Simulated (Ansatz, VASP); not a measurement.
## LiCl: VASP beside Ansatz

Contents of INCAR:

```
PREC = Accurate
ENCUT = 520
EDIFF = 1E-6
ISMEAR = -1
SIGMA = 0.02
LREAL = F
LASPH = T
NELM = 60
ALGO = Normal
ISIF = 2
LWAVE = F
LCHARG = F
GGA = PE
NBANDS = 12
```

File KPOINTS:

```
regular mesh
0
Gamma
  8 8 8
```

Contents of POSCAR:

```
LiCl
1.0
   -0.1554463180      2.7128818349      2.7128818349
    2.7128818349     -0.1554463180      2.7128818349
    2.7128818349      2.7128818349     -0.1554463180
Li Cl
1 1
Direct
   -0.0052458618     -0.0052458618     -0.0052458618
    0.2552458618      0.2552458618      0.2552458618
```

Input for Ansatz:

```yaml
crystal:
  lattice:
    - [-0.155446318, 2.7128818349, 2.7128818349]
    - [2.7128818349, -0.155446318, 2.7128818349]
    - [2.7128818349, 2.7128818349, -0.155446318]
  atoms:
    - { symbol: Li, position: [-0.0052458618, -0.0052458618, -0.0052458618] }
    - { symbol: Cl, position: [0.2552458618, 0.2552458618, 0.2552458618] }
kpoints:
  mp_grid: { grid: [8, 8, 8] }
  band_path:
    path:
      - [0.0, 0.0, 0.0]
      - [-0.5, -0.5, 0.0]
      - [-0.375, -0.375, 0.25]
      - [-0.375, 0.0, 0.375]
      - [0.0, 0.0, 0.5]
      - [-0.5, -0.25, 0.25]
    npoints: 1
hamiltonian:
  xc: pbe
scf:
  occupations: { method: fermi_dirac, width: 0.02 }
  n_extra_bands: 4
output:
  forces: true
  stress: true
  eigenvalues: true
  write_density: true
  write_potential: true
  elf: true
  volumetric_format: npy
```

Change from the starting cell: epitaxial_111 strain +5.0%.

Alike in both runs: task single point; functional PBE; k mesh 8 × 8 × 8; occupations fermi-dirac, width 0.02 eV; no spin polarisation.

```csv
,VASP,Ansatz
version,VASP 6.6.1,Ansatz 0.2.0
potentials or method,"VASP PAW PBE potentials, release 64 (Li_sv, Cl)","plane waves, PAW"
plane-wave cutoff (eV),520,420
valence electrons in the cell,10,10
```

```tsv
	VASP	Ansatz	Ansatz less VASP
gap on the k mesh at the Fermi level (eV)	5.63	5.62	-0.006
```

With one functional, cell and mesh, what is left measures potentials, basis and numerics.

Noted on VASP's run: the cutoff is short for stress, so the pressure is rough.
